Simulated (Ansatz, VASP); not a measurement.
ZnO: VASP beside Ansatz

File INCAR:

```
PREC = Accurate
ENCUT = 520
EDIFF = 1E-6
ISMEAR = 0
SIGMA = 0.05
LREAL = F
LASPH = T
NELM = 80
ALGO = Normal
ISIF = 2
LWAVE = F
LCHARG = T
GGA = PE
LELF = T
LVHAR = T
NBANDS = 26
```

File KPOINTS:

```
Automatic mesh
0
Gamma
  12 12 6
```

POSCAR

```
ZnO
1.0
    3.2493987239      0.0000000000      0.0000000000
   -1.6246993619      2.8140618419      0.0000000000
    0.0000000000      0.0000000000      5.2038000000
Zn O
2 2
Direct
    0.3333333333      0.6666666667      0.0000000000
    0.6666666667      0.3333333333      0.5000000000
    0.3333333333      0.6666666667      0.3821000000
    0.6666666667      0.3333333333      0.8821000000
```

Input for Ansatz:

```yaml
crystal:
  lattice:
    - [3.2493987239, 0.0, 0.0]
    - [-1.6246993619, 2.8140618419, 0.0]
    - [0.0, 0.0, 5.2038]
  atoms:
    - { symbol: Zn, position: [0.3333333333, 0.6666666667, 0.0] }
    - { symbol: Zn, position: [0.6666666667, 0.3333333333, 0.5] }
    - { symbol: O, position: [0.3333333333, 0.6666666667, 0.3821] }
    - { symbol: O, position: [0.6666666667, 0.3333333333, 0.8821] }
basis:
  ecutwfc: 420
kpoints:
  mp_grid: { grid: [12, 12, 6] }
hamiltonian:
  xc: pbe
scf:
  occupations: { method: gaussian, width: 0.05 }
output:
  forces: true
  stress: true
  eigenvalues: true
  write_density: true
  write_potential: true
  elf: true
  volumetric_format: npy
```

Alike in both runs: task single point; functional PBE; k mesh 12 × 12 × 6; occupations gaussian, width 0.05 eV; no spin polarisation.

|  | VASP | Ansatz |
| --- | --- | --- |
| version | VASP 6.6.1 | Ansatz 0.2.0 |
| potentials or method | VASP PAW PBE potentials, release 64 (Zn, O), cutoff 520 eV | scalar-relativistic, plane waves, PAW |
| valence electrons in the cell | 36 | 36 |

Ansatz gave:

| Item | Value |
| --- | --- |
| gap on the k mesh at the Fermi level (eV) | 0.80 |
| least direct gap on the mesh (eV) | 0.80 |
| pressure (GPa) | 4.9 |
| traceless stress, the component that is largest in VASP (GPa) | 0.21 |
| rms of the force components (eV/Å) | 0.018 |

Question: What did VASP give for the same quantities?

Answer: gap on the k mesh at the Fermi level (eV): 0.79; least direct gap on the mesh (eV): 0.79; pressure (GPa): 6.0; traceless stress, the component that is largest in VASP (GPa): 0.17; rms of the force components (eV/Å): 0.019.

Atom by atom the forces differ by 0.001 eV/Å (rms over components). With one functional, cell and mesh, what is left measures potentials, basis and numerics.
